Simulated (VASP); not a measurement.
Wanted: the native input for a VASP 6.6.1 run.

```yaml
Task: single point
Functional: PBE
Potentials_or_basis: VASP PAW PBE potentials, release 64 (Ga_d, N)
Cutoff: 520 eV
k_mesh: 12 × 12 × 6
Occupations: gaussian, width 0.05 eV
Spin: no spin polarisation
Dipole_correction: no
Further_INCAR_settings: ALGO = Normal; EDIFF = 1e-07; NBANDS = 26
```

The structure of GaN lies in POSCAR:

```
GaN
1.0
    3.2184289119      0.0000000000      0.0000000000
   -1.6092144560      2.7872411979      0.0000000000
    0.0000000000      0.0000000000      5.2430304311
Ga N
2 2
Direct
    0.3333333333      0.6666666667      1.0134363910
    0.6666666667      0.3333333333      0.4848269824
    0.3333333333      0.6666666667      0.3771536073
    0.6666666667      0.3333333333      0.8745830193
```

This cell differs from its parent crystal: mode 6 (319.1 1/cm) frozen in, largest displacement +0.075 Å.

One way to write it, as run:

INCAR

```
PREC     = Accurate       # precision mode
ENCUT    = 520            # plane-wave cutoff, eV
EDIFF    = 1E-7           # SCF threshold, eV
ISMEAR   = 0              # smearing method
SIGMA    = 0.05           # smearing width, eV
LREAL    = False          # projectors in reciprocal space
LASPH    = True           # aspherical terms in the spheres
NELM     = 60             # most SCF steps
ALGO     = Normal         # electronic algorithm
ISIF     = 2              # what is computed and relaxed
LWAVE    = False          # write WAVECAR
LCHARG   = False          # write CHGCAR
GGA      = PE             # functional
NBANDS   = 26             # bands
```

KPOINTS

```
regular mesh
0
Gamma
  12 12 6
```

Potentials or basis: VASP PAW PBE potentials, release 64 (Ga_d, N).

The run is started by

```sh
$ cat potpaw_PBE.64/Ga_d/POTCAR potpaw_PBE.64/N/POTCAR > POTCAR
$ mpirun -np 1 vasp_std > vasp.out
```

It gave:

```yaml
Pressure: 0.8 GPa
Largest_force: 2.136 eV/Å
Band_gap_on_the_k_mesh: 1.45 eV, direct
```

Caveat: the cell differs from its parent crystal (mode 6 (319.1 1/cm) frozen in, largest displacement +0.075 Å); forces of over 1 eV/Å act on the atoms, so gaps and moduli don't describe the material at rest.

Run time: 2.8 min on 1 thread of AMD EPYC 7R13, on a shared host, peak memory 0.2 GiB.
